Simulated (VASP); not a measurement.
# Sn (Im-3m) in VASP: a series of runs, part 2 of 2

VASP 6.6.1. The steps go on from the part before.

**3. Relaxation of cell and atoms, PBE**

This run uses another cell than the first one, of 40.51 Å³/atom.

File INCAR:

```
  PREC = Accurate
  ENCUT = 600
  EDIFF = 1E-6
  ISMEAR = 0
  SIGMA = 0.1
  LREAL = False
  LASPH = True
  NELM = 60
  ALGO = Fast
  ISIF = 3
  LWAVE = False
  LCHARG = False
  GGA = PE
  IBRION = 2
  NSW = 90
  EDIFFG = -0.04
```

File KPOINTS:

```
regular mesh
0
Gamma
  4 4 4
```

File POSCAR:

```
Sn
1.0
   -3.9315137000      3.9315137000      3.9315137000
    3.9315137000     -3.9315137000      3.9315137000
    3.9315137000      3.9315137000     -3.9315137000
Sn
6
Direct
    0.7500000000      0.2500000000      0.5000000000
    0.2500000000      0.7500000000      0.5000000000
    0.5000000000      0.2500000000      0.7500000000
    0.7500000000      0.5000000000      0.2500000000
    0.5000000000      0.7500000000      0.2500000000
    0.2500000000      0.5000000000      0.7500000000
```

Potentials or basis: VASP PAW PBE potentials, release 64 (Sn_d).

On the command line:

```console
$ cat potpaw_PBE.64/Sn_d/POTCAR > POTCAR
$ mpirun -np 1 vasp_std > vasp.out
```

OUTCAR:

```text
PREC = Accurate
   ENCUT = 600
   EDIFF = 1E-6
   ISMEAR = 0
   LREAL = False
   LASPH = True
   NELM = 60
   ISIF = 3
   GGA = PE
   IBRION = 2
   NSW = 90
   EDIFFG = -0.04

 ion  position               nearest neighbor table
   1  0.750  0.250  0.500-   3 2.78   4 2.78   6 2.78   5 2.78
   2  0.250  0.750  0.500-   3 2.78   5 2.78   6 2.78   4 2.78
   3  0.500  0.250  0.750-   1 2.78   4 2.78   6 2.78   2 2.78
   4  0.750  0.500  0.250-   1 2.78   2 2.78   5 2.78   3 2.78
   5  0.500  0.750  0.250-   1 2.78   2 2.78   4 2.78   6 2.78
   6  0.250  0.500  0.750-   2 2.78   3 2.78   5 2.78   1 2.78

  LATTYP: Found a body centered cubic cell.
 ALAT       =     7.8630274000

  Lattice vectors:

 A1 = (  -3.9315137000,   3.9315137000,   3.9315137000)
 A2 = (   3.9315137000,  -3.9315137000,   3.9315137000)
 A3 = (   3.9315137000,   3.9315137000,  -3.9315137000)

Analysis of symmetry for initial positions (statically):
=====================================================================
 Subroutine PRICEL returns:
 Original cell was already a primitive cell.

 Routine SETGRP: Setting up the symmetry group for a
 body centered cubic supercell.

 Subroutine GETGRP returns: Found 48 space group operations
 (whereof 48 operations were pure point group operations)
 out of a pool of 48 trial point group operations.

The static configuration has the point symmetry O_h .

Analysis of symmetry for dynamics (positions and initial velocities):
=====================================================================
 Subroutine PRICEL returns:
 Original cell was already a primitive cell.

 Routine SETGRP: Setting up the symmetry group for a
 body centered cubic supercell.

 Subroutine GETGRP returns: Found 48 space group operations
 (whereof 48 operations were pure point group operations)
 out of a pool of 48 trial point group operations.

The dynamic configuration has the point symmetry O_h .

 Subroutine INISYM returns: Found 48 space group operations
 (whereof 48 operations are pure point group operations),
 and found     1 'primitive' translations

----------------------------------------------------------------------------------------

                                     Primitive cell

  volume of cell :     243.0745

  direct lattice vectors                    reciprocal lattice vectors
    -3.931513700  3.931513700  3.931513700     0.000000000  0.127177479  0.127177479
     3.931513700 -3.931513700  3.931513700     0.127177479  0.000000000  0.127177479
     3.931513700  3.931513700 -3.931513700     0.127177479  0.127177479  0.000000000

  length of vectors
     6.809581479  6.809581479  6.809581479     0.179856115  0.179856115  0.179856115

  position of ions in fractional coordinates (direct lattice)
     0.750000000  0.250000000  0.500000000
     0.250000000  0.750000000  0.500000000
     0.500000000  0.250000000  0.750000000
     0.750000000  0.500000000  0.250000000
     0.500000000  0.750000000  0.250000000
     0.250000000  0.500000000  0.750000000

  ion indices of the primitive-cell ions
   primitive index   ion index
                 1           1
                 2           2
                 3           3
                 4           4
                 5           5
                 6           6

----------------------------------------------------------------------------------------

 KPOINTS: regular mesh

Automatic generation of k-mesh.
 Grid dimensions read from file:
 generate k-points for:    4    4    4

 Generating k-lattice:

  Cartesian coordinates                     Fractional coordinates (reciprocal lattice)
     0.000000000  0.031794370  0.031794370     0.250000000  0.000000000  0.000000000
     0.031794370  0.000000000  0.031794370     0.000000000  0.250000000  0.000000000
     0.031794370  0.031794370  0.000000000     0.000000000  0.000000000  0.250000000

  Length of vectors
     0.044964029  0.044964029  0.044964029

  Shift w.r.t. Gamma in fractional coordinates (k-lattice)
     0.000000000  0.000000000  0.000000000

 Subroutine IBZKPT returns following result:
 ===========================================

 Found      8 irreducible k-points:

 Following reciprocal coordinates:
            Coordinates               Weight
  0.000000  0.000000  0.000000      1.000000
  0.250000  0.000000  0.000000     12.000000
  0.500000  0.000000  0.000000      6.000000
  0.250000  0.250000  0.000000     24.000000
  0.250000  0.250000  0.250000      2.000000
 -0.250000  0.250000  0.250000      6.000000
  0.500000  0.500000  0.250000     12.000000
  0.500000  0.500000  0.500000      1.000000
   k-points           NKPTS =      8   k-points in BZ     NKDIM =      8   number of bands    NBANDS=     50
   number of dos      NEDOS =    301   number of ions     NIONS =      6
   total plane-waves  NPLWV = 157464
   dimension x,y,z NGX =    54 NGY =   54 NGZ =   54
   dimension x,y,z NGXF=   108 NGYF=  108 NGZF=  108
   ions per type =               6
   NGX,Y,Z   is equivalent  to a cutoff of  13.18, 13.18, 13.18 a.u.
   NGXF,Y,Z  is equivalent  to a cutoff of  26.37, 26.37, 26.37 a.u.
 SYSTEM =  unknown system
   PREC   = accura    normal or accurate (medium, high low for compatibility)
   ISTART =      0    job   : 0-new  1-cont  2-samecut
   ICHARG =      2    charge: 1-file 2-atom 10-const
   ISPIN  =      1    spin polarized calculation?
   LNONCOLLINEAR =      F non collinear calculations
   LSORBIT =      F    spin-orbit coupling
   LASPH  =      T    aspherical Exc in radial PAW
   ENCUT  =  600.0 eV  44.10 Ry    6.64 a.u.  13.60 13.60 13.60*2*pi/ulx,y,z
   NELM   =     60;   NELMIN=  2; NELMDL= -5     # of ELM steps
   EDIFF  = 0.1E-05   stopping-criterion for ELM
   LREAL  =      F    real-space projection
   EDIFFG = -.4E-01   stopping-criterion for IOM
   NSW    =     90    number of steps for IOM
   IBRION =      2    ionic relax: 0-MD 1-quasi-New 2-CG
   NFREE  =      1    steps in history (QN), initial steepest desc. (CG)
   ISIF   =      3    stress and relaxation
   ISYM   =      2    0-nonsym 1-usesym 2-fastsym
   POTIM  = 0.5000    time-step for ionic-motion
   TEBEG  =    0.0;   TEEND  =   0.0 temperature during run
   PSTRESS=    0.0 pullay stress
   NELECT =      84.0000    total number of electrons
   NUPDOWN=      -1.0000    fix difference up-down
   EMIN   =  10.00;   EMAX   =-10.00  energy-range for DOS
   EFERMI =   0.00;   METHOD = LEGACY
   ISMEAR =     0;   SIGMA  =   0.10  broadening in eV -4-tet -1-fermi 0-gaus
   EFERMI_NEDOS =   21; number of points for ismear=-14 and -15
   IALGO  =     68    algorithm
   IMIX   =      4    mixing-type and parameters
     AMIX     =   0.40;   BMIX     =  1.00
     AMIX_MAG =   1.60;   BMIX_MAG =  1.00
  volume/ion in A,a.u.               =      40.51       273.39
  Fermi-wavevector in a.u.,A,eV,Ry     =   1.148827  2.170969 17.957030  1.319805
  Thomas-Fermi vector in A             =   2.285500
   LORBIT       =      0    0 simple, 1 ext, 2 COOP (PROOUT), +10 PAW based schemes
   GGA     = PE    functional components
   LHFCALC =     F    Hartree Fock is set to
   AEXX    =    0.0000 exact exchange contribution
   IVDW    =     0    specifies the selected vdW correction
   LEPSILON=     F    determine dielectric tensor
   LRPA    =     F    only Hartree local field effects (RPA)
 conjugate gradient relaxation of ions
 non-spin polarized calculation
 RMM-DIIS sequential band-by-band and
 Gauss-broadening in eV      SIGMA  =   0.10
  energy-cutoff  :      600.00
  volume of cell :      243.07
 maximum number of plane-waves:      8151
   NGX = 27   NGY = 27   NGZ = 27

--------------------------------------- Ionic step        1  -------------------------------------------

 number of electron      84.0000040 magnetization

 Free energy of the ion-electron system (eV)
  ---------------------------------------------------
  ext. energy  EPLUGINS =         0.00000000
  ---------------------------------------------------
  free energy    TOTEN  =       -21.78924643 eV

  energy without entropy =      -21.78488371  energy(sigma->0) =      -21.78706507

------------------------ aborting loop because EDIFF is reached ----------------------------------------

  FORCE on cell =-STRESS in cart. coord.  units (eV):
  Direction    XX          YY          ZZ          XY          YZ          ZX
  --------------------------------------------------------------------------------------
  -------------------------------------------------------------------------------------
  Total        7.2800561      7.2800561      7.2800561      0.0000000     -0.0000000      0.0000000
  in kB       47.9850485     47.9850485     47.9850485      0.0000000     -0.0000000      0.0000000
  external PRESSURE =      47.9850485 kB  Pullay stress =       0.0000000 kB
[... 65 lines left out ...]
  energy  without entropy=      -22.1759083738  energy(sigma->0) =      -22.17720017

--------------------------------------- Ionic step        3  -------------------------------------------

 number of electron      84.0000062 magnetization

 Free energy of the ion-electron system (eV)
  ---------------------------------------------------
  ext. energy  EPLUGINS =         0.00000000
  ---------------------------------------------------
  free energy    TOTEN  =       -22.22348530 eV

  energy without entropy =      -22.22076355  energy(sigma->0) =      -22.22212443

 E-fermi :   3.1530     XC(G=0):  -7.2768

 val. band max:        3.1250488492   @ k =   0.5000   0.5000   0.5000
 cond. band min:       3.3317473917   @ k =  -0.2500   0.2500   0.2500
 fundamental gap:      0.2066985425
 Fermi energy:         3.1530056359

 k-point     1 :       0.0000    0.0000    0.0000
  band No.  band energies     occupation
      1     -18.4287      2.00000
      2     -18.4287      2.00000
      3     -18.4287      2.00000
      4     -18.3947      2.00000
      5     -18.3811      2.00000
      6     -18.3811      2.00000
[... 446 lines left out ...]
  FREE ENERGIE OF THE ION-ELECTRON SYSTEM (eV)
  ---------------------------------------------------
  free  energy   TOTEN  =       -22.2234853032 eV

  energy  without entropy=      -22.2207635514  energy(sigma->0) =      -22.22212443

 reached required accuracy - stopping structural energy minimisation
```

Run time: 18 min. Hardware: 1 thread of Intel Xeon Platinum 8259CL at 2.50GHz (Skylake/Cascade Lake), shared host; peak memory 0.44 GiB.

Results:

```
Free energy                           : -22.2235 eV
Relaxed volume                        : 45.94 Å³/atom
Relaxed cell                          : a = 7.101 Å, b = 7.101 Å, c = 7.101 Å, α = 109.47°, β = 109.47°, γ = 109.47°
Space group after relaxing (to 0.1 Å) : Im-3m (No. 229)
Energy gained by relaxing             : 72.4 meV/atom
Ionic steps                           : 3
Pressure after relaxing               : 0.0 GPa
Band gap on the k mesh                : zero (filled and empty bands touch)
```

The path:
```
step  energy change (eV)  largest force (eV/Å)  pressure (GPa)  volume (Å³)
   1              0.0000                0.0000            4.80       243.07
   2             -0.3892                0.0000           -1.11       288.31
   3             -0.4342                0.0000            0.04       275.62
```

Final structure:
```cif
data_structure
_symmetry_space_group_name_H-M 'P 1'
_symmetry_Int_Tables_number 1
_cell_length_a 7.1008
_cell_length_b 7.1008
_cell_length_c 7.1008
_cell_angle_alpha 109.471
_cell_angle_beta 109.471
_cell_angle_gamma 109.471
_cell_volume 275.62
loop_
_atom_site_label
_atom_site_type_symbol
_atom_site_fract_x
_atom_site_fract_y
_atom_site_fract_z
_atom_site_occupancy
Sn1 Sn 0.75000 0.25000 0.50000 1
Sn2 Sn 0.25000 0.75000 0.50000 1
Sn3 Sn 0.50000 0.25000 0.75000 1
Sn4 Sn 0.75000 0.50000 0.25000 1
Sn5 Sn 0.50000 0.75000 0.25000 1
Sn6 Sn 0.25000 0.50000 0.75000 1
```

Levels at points of the mesh, in eV from the Fermi level:
```csv
k point,band 38,band 39,band 40,band 41,band 42,band 43,band 44,band 45,band 46,band 47
"(0.00, 0.00, 0.00)",-1.93,-1.93,-1.53,-1.53,-1.53,1.02,1.02,2.14,2.14,2.14
"(0.50, 0.00, 0.00)",-2.53,-2.50,-1.48,-0.99,-0.59,0.85,1.20,1.98,2.16,2.30
"(0.50, 0.50, 0.50)",-1.41,-1.41,-1.28,-0.03,-0.03,-0.03,0.20,0.20,0.20,3.21
```

Caveat: spin-orbit coupling is left out, which moves the levels of the heavy elements.
